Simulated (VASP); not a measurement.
A run of VASP 6.6.1:

INCAR

```
  PREC = Accurate
  ENCUT = 560
  EDIFF = 1E-6
  ISMEAR = 0
  SIGMA = 0.1
  LREAL = False
  LASPH = True
  NELM = 120
  ALGO = Normal
  ISIF = 2
  LWAVE = False
  LCHARG = False
  GGA = PE
  NBANDS = 25
  GGA_COMPAT = False
```

The input KPOINTS:

```
regular mesh
0
Gamma
  6 6 4
```

Contents of POSCAR:

```
SiRu2
1.0
    3.3107035600      0.0000000000      0.0000000000
   -1.6553517800      2.8671533900      0.0000000000
    0.0000000000      0.0000000000      5.1966848700
Si Ru
1 2
Direct
    0.6666666700      0.3333333300      0.5000000000
    0.3333333300      0.6666666700      0.2056766900
    0.3333333300      0.6666666700      0.7943233100
```

Potentials or basis: VASP PAW PBE potentials, release 64 (Si, Ru_sv).

Launch:

```sh
$ cat potpaw_PBE.64/Si/POTCAR potpaw_PBE.64/Ru_sv/POTCAR > POTCAR
$ mpirun -np 1 vasp_std > vasp.out
```

Hardware: 1 thread of Intel(R) Xeon(R) 6975P-C (Granite Rapids), on a shared host.

How long does it take, and how much memory?

Wall time 11 s on 1 thread of Intel(R) Xeon(R) 6975P-C (Granite Rapids) (shared host), peak memory 0.18 GiB. Counts: scf iterations 12, k points 21.
